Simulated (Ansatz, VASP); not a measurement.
## MgBe2Te3: VASP beside Ansatz

```
Mg Be Te
1.0
     3.77672    0.00000    0.00000
     0.00000    3.77672    0.00000
     0.00000    0.00000    8.21972
Mg Be Te
1 2 3
Direct
  0.50000 0.50000 0.62362
  0.50000 0.50000 0.26656
  0.00000 0.00000 0.73394
  0.50000 0.00000 0.99831
  0.00000 0.50000 0.99831
  0.00000 0.00000 0.37926
```

Change from the starting cell: species swapped into the Zr2P3S type (P4mm, No. 99).

Alike in both runs: task single point; functional PBE; k mesh 4 × 4 × 2; occupations gaussian, width 0.1 eV; no spin polarisation.

|  | VASP | Ansatz |
| --- | --- | --- |
| version | VASP 6.6.1 | Ansatz 0.2.0 |
| potentials or method | VASP PAW PBE potentials, release 64 (Mg, Be, Te), cutoff 520 eV | scalar-relativistic, plane waves, PAW |
| valence electrons in the cell | 24 | 62 |

Ansatz gave:

| Property | Result |
| --- | --- |
| gap on the k mesh at the Fermi level (eV) | none |
| pressure (GPa) | 15.9 |
| traceless stress, the component that is largest in VASP (GPa) | -11.93 |
| rms of the force components (eV/Å) | 0.395 |

Task: Which values does VASP return?

Result: gap on the k mesh at the Fermi level (eV): none; pressure (GPa): 15.9; traceless stress, the component that is largest in VASP (GPa): -11.82; rms of the force components (eV/Å): 0.399.

Atom by atom the forces differ by 0.005 eV/Å (rms over components). A gap of «none» marks a metal or a gap that the smearing closes. VASP's potentials hold 24 valence electrons a cell and Ansatz's 62, so a difference there can come from the potentials and not from the codes.

The k mesh is coarse, so the values compare programs but aren't converged. Spin-orbit coupling is off throughout.
